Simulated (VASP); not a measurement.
# BaO in VASP: further runs, part 2 of 2

VASP 6.6.1. Earlier steps stand in the parts before.

## 4. Electric field gradients, PBE (21.00 Å³/atom)

This run uses another cell than the first one, of 21.00 Å³/atom.

The input, INCAR:

```
SYSTEM = BaO
PREC = Accurate
ENCUT = 520
EDIFF = 1E-8
ISMEAR = -1
SIGMA = 0.02
LREAL = .False.
LASPH = .True.
NELM = 120
ALGO = Normal
ISIF = 2
LWAVE = .False.
LCHARG = .False.
GGA = PE
LEFG = .True.
NBANDS = 15
GGA_COMPAT = .False.
```

The input, KPOINTS:

```
regular mesh
0
Gamma
  8 8 8
  0 0 0
```

The input, POSCAR:

```
BaO
1.0
    0.0000000000      2.7591362797      2.7591362797
    2.7591362797      0.0000000000      2.7591362797
    2.7591362797      2.7591362797      0.0000000000
Ba O
1 1
Direct
    0.0000000000      0.0000000000      0.0000000000
    0.5000000000      0.5000000000      0.5000000000
```

Potentials or basis: VASP PAW PBE potentials, release 64 (Ba_sv, O).

Launch:

```
$ cat potpaw_PBE.64/Ba_sv/POTCAR potpaw_PBE.64/O/POTCAR > POTCAR
$ mpirun -np 1 vasp_std > vasp.out
```

OUTCAR:

```text
SYSTEM = BaO
   PREC = Accurate
   ENCUT = 520
   EDIFF = 1E-8
   ISMEAR = -1
   LREAL = .False.
   LASPH = .True.
   NELM = 120
   ISIF = 2
   GGA = PE

 ion  position               nearest neighbor table
   1  0.000  0.000  0.000-   2 2.76   2 2.76   2 2.76   2 2.76   2 2.76   2 2.76
   2  0.500  0.500  0.500-   1 2.76   1 2.76   1 2.76   1 2.76   1 2.76   1 2.76

  LATTYP: Found a face centered cubic cell.
 ALAT       =     5.5182725594

  Lattice vectors:

 A1 = (   0.0000000000,   2.7591362797,   2.7591362797)
[... 645 lines left out ...]
  ---------------------------------------------------
  free  energy   TOTEN  =       -11.7819201064 eV

  energy  without entropy=      -11.7819201064  energy(sigma->0) =      -11.78192011

 Electric field gradients (V/A^2)
---------------------------------------------------------------------
 ion       V_xx      V_yy      V_zz      V_xy      V_xz      V_yz
---------------------------------------------------------------------
   1      -0.000     0.000    -0.000    -0.000    -0.000    -0.000
   2       0.000    -0.000     0.000    -0.001    -0.001    -0.001
---------------------------------------------------------------------

 Electric field gradients after diagonalization (V/A^2)
 (convention: |V_zz| > |V_xx| > |V_yy|)
----------------------------------------------------------------------
 ion       V_xx      V_yy      V_zz     asymmetry (V_yy - V_xx)/ V_zz
----------------------------------------------------------------------
   1       0.000     0.000    -0.000       0.000
   2       0.001     0.001    -0.001       0.000
----------------------------------------------------------------------

           NMR quadrupolar parameters

 Cq : quadrupolar parameter    Cq=e*Q*V_zz/h
 eta: asymmetry parameters     (V_yy - V_xx)/ V_zz
 Q  : nuclear electric quadrupole moment in mb (millibarn)
----------------------------------------------------------------------
 ion       Cq(MHz)       eta       Q (mb)
----------------------------------------------------------------------
   1      -0.000       0.000       1.000
   2      -0.000       0.000       1.000
----------------------------------------------------------------------
```

OSZICAR:

```text
N       E                     dE             d eps       ncg     rms          rms(c)
DAV:   1     0.778355552050E+02    0.77836E+02   -0.79252E+03   870   0.992E+02
DAV:   2    -0.106733502851E+02   -0.88509E+02   -0.79386E+02  1232   0.201E+02
DAV:   3    -0.143591522205E+02   -0.36858E+01   -0.36622E+01  1048   0.416E+01
DAV:   4    -0.144051192627E+02   -0.45967E-01   -0.45962E-01  1017   0.457E+00
DAV:   5    -0.144059728555E+02   -0.85359E-03   -0.85359E-03  1052   0.575E-01    0.962E+00
DAV:   6    -0.120307579245E+02    0.23752E+01   -0.87049E+00   905   0.220E+01    0.628E+00
DAV:   7    -0.118051027347E+02    0.22566E+00   -0.62508E-01   990   0.622E+00    0.226E+00
DAV:   8    -0.117809063226E+02    0.24196E-01   -0.10058E-01  1045   0.319E+00    0.531E-01
DAV:   9    -0.117807088965E+02    0.19743E-03   -0.94144E-03  1024   0.913E-01    0.161E-01
DAV:  10    -0.117819354491E+02   -0.12266E-02   -0.25772E-03   919   0.397E-01    0.480E-02
DAV:  11    -0.117819128073E+02    0.22642E-04   -0.16172E-04  1080   0.108E-01    0.251E-02
DAV:  12    -0.117819203725E+02   -0.75653E-05   -0.22096E-05   968   0.411E-02    0.388E-03
DAV:  13    -0.117819199098E+02    0.46273E-06   -0.13194E-06  1094   0.102E-02    0.161E-03
DAV:  14    -0.117819201315E+02   -0.22172E-06   -0.56384E-07   968   0.610E-03    0.112E-03
DAV:  15    -0.117819201177E+02    0.13859E-07   -0.67318E-08  1136   0.193E-03    0.257E-04
DAV:  16    -0.117819201074E+02    0.10287E-07   -0.20465E-09   526   0.399E-04    0.442E-05
DAV:  17    -0.117819201064E+02    0.97339E-09   -0.23496E-10   519   0.154E-04
   1 F= -.11781920E+02 E0= -.11781920E+02  d E =-.667062E-13
```

It took 34 s on 1 thread of AMD EPYC 7R13, shared host; peak memory 0.15 GiB.

What came out:

```
Free energy                             : -11.7819 eV
Pressure                                : 4.0 GPa
Band gap on the k mesh                  : 1.94 eV
Largest electric field gradient by atom : zero within the noise of the run
```

Levels at points of the mesh, in eV from the valence-band top:
```tsv
k point	band 4	band 5	band 6	band 7	band 8	band 9	band 10	band 11	band 12	band 13
(0.00, 0.00, 0.00)	-10.41	-10.41	-0.37	-0.37	-0.37	3.59	4.67	4.67	4.67	6.97
(0.50, 0.00, 0.00)	-10.53	-10.53	-2.04	-1.53	-1.53	4.94	7.18	7.18	8.25	10.57
(0.50, 0.50, 0.00)	-11.01	-11.01	-0.18	-0.18	0.00	1.94	6.01	8.94	9.46	9.79
```

Caveat: the cell stands under pressure; spin-orbit coupling is left out, which moves the levels of the heavy elements. A k mesh can miss the band edges.

## 5. Electric field gradients, PBE (equal xy, yz and zx shear strains of +1 %)

The input, INCAR:

```
PREC = Accurate
ENCUT = 520
EDIFF = 1E-8
ISMEAR = -1
SIGMA = 0.02
LREAL = False
LASPH = True
NELM = 120
ALGO = Normal
ISIF = 2
LWAVE = False
LCHARG = False
GGA = PE
LEFG = True
NBANDS = 15
GGA_COMPAT = False
```

The input, KPOINTS:

```
Automatic mesh
0
Gamma
  8 8 8
```

The input, POSCAR:

```
BaO
1.0
    0.0275000000      2.7637500000      2.7637500000
    2.7637500000      0.0275000000      2.7637500000
    2.7637500000      2.7637500000      0.0275000000
Ba O
1 1
Direct
    0.0000000000      0.0000000000      0.0000000000
    0.5000000000      0.5000000000      0.5000000000
```

Potentials or basis: VASP PAW PBE potentials, release 64 (Ba_sv, O).

Launch:

```
$ cat potpaw_PBE.64/Ba_sv/POTCAR potpaw_PBE.64/O/POTCAR > POTCAR
$ mpirun -np 1 vasp_std > vasp.out
```

OUTCAR:

```text
PREC = Accurate
   ENCUT = 520
   EDIFF = 1E-8
   ISMEAR = -1
   LREAL = False
   LASPH = True
   NELM = 120
   ISIF = 2
   GGA = PE

 ion  position               nearest neighbor table
   1  0.000  0.000  0.000-   2 2.75   2 2.75   2 2.75   2 2.75   2 2.75   2 2.75
   2  0.500  0.500  0.500-   1 2.75   1 2.75   1 2.75   1 2.75   1 2.75   1 2.75

  LATTYP: Found a trigonal (rhomboedric) cell.
 ALAT       =     3.9086294753
 COS(alpha) =     0.5099250056

  Lattice vectors:

 A1 = (   0.0275000000,   2.7637500000,   2.7637500000)
 A2 = (   2.7637500000,   0.0275000000,   2.7637500000)
[... 645 lines left out ...]
  free  energy   TOTEN  =       -11.7687203595 eV

  energy  without entropy=      -11.7687203595  energy(sigma->0) =      -11.76872036

 Electric field gradients (V/A^2)
---------------------------------------------------------------------
 ion       V_xx      V_yy      V_zz      V_xy      V_xz      V_yz
---------------------------------------------------------------------
   1      -0.000     0.000    -0.000    -7.268    -7.268    -7.268
   2      -0.000     0.000    -0.000     0.242     0.242     0.242
---------------------------------------------------------------------

 Electric field gradients after diagonalization (V/A^2)
 (convention: |V_zz| > |V_xx| > |V_yy|)
----------------------------------------------------------------------
 ion       V_xx      V_yy      V_zz     asymmetry (V_yy - V_xx)/ V_zz
----------------------------------------------------------------------
   1       7.268     7.268   -14.536       0.000
   2      -0.242    -0.242     0.484       0.000
----------------------------------------------------------------------

           NMR quadrupolar parameters

 Cq : quadrupolar parameter    Cq=e*Q*V_zz/h
 eta: asymmetry parameters     (V_yy - V_xx)/ V_zz
 Q  : nuclear electric quadrupole moment in mb (millibarn)
----------------------------------------------------------------------
 ion       Cq(MHz)       eta       Q (mb)
----------------------------------------------------------------------
   1      -0.035       0.000       1.000
   2       0.001       0.000       1.000
----------------------------------------------------------------------
```

Wall time 47 s (1 thread of AMD EPYC 7R43 (Zen 3), shared host); peak memory 0.16 GiB.

Results:

| Property | Result |
| --- | --- |
| Free energy | -11.7687 eV |
| Pressure | 4.9 GPa |
| Band gap on the k mesh | 1.90 eV |
| Largest electric field gradient by atom | Ba -14.5; O +0.5 V/Å² |

Levels at points of the mesh, in eV from the valence-band top:
```tsv
k point	band 6	band 7	band 8	band 9	band 10	band 11
(0.00, 0.00, 0.00)	-0.41	-0.39	-0.39	3.63	4.55	4.72
(0.50, 0.00, 0.00)	-2.09	-1.62	-1.56	4.95	7.14	7.34
(0.50, 0.50, 0.00)	-0.19	-0.19	0.00	1.90	6.05	8.97
(0.50, 0.50, 0.50)	-2.07	-1.54	-1.54	4.92	7.14	7.14
```

Electric field gradients, principal values (V/Å²):
| atom | least | middle | greatest (by size) |
| --- | --- | --- | --- |
| 1 Ba | 7.268 | 7.268 | -14.536 |
| 2 O | -0.242 | -0.242 | 0.484 |

Caveat: the cell differs from its parent crystal (equal xy, yz and zx shear strains of +1 %); the cell stands under pressure; without QUAD_EFG the Cq values of the log hold for a quadrupole moment of 1 mb, not for the nuclei; spin-orbit coupling is left out, which moves the levels of the heavy elements. A k mesh can miss the band edges.

## 6. The runs side by side

| cell | gap on the mesh (eV) | pressure (GPa) |
| --- | --- | --- |
| a = 3.837 Å, angles 60.0°, 2 atoms | 1.74 | 8.9 |
| a = 3.863 Å, angles 60.0°, 2 atoms | 1.82 | 6.8 |
| a = 3.902 Å, angles 60.0°, 2 atoms | 1.94 | 4.0 |
| a = 3.909 Å, angles 59.3°, 2 atoms | 1.90 | 4.9 |

Alike in all rows: task electric field gradients; level PBE; potentials or basis VASP PAW PBE potentials, release 64 (Ba_sv, O); no spin polarisation; k mesh 8 × 8 × 8; cutoff (eV) 520; smearing fermi-dirac 0.02 eV.

Caveats: the cell stands under pressure; spin-orbit coupling is left out, which moves the levels of the heavy elements.

Total energies depend on the potentials used, so only differences within one code and one set of settings carry meaning.
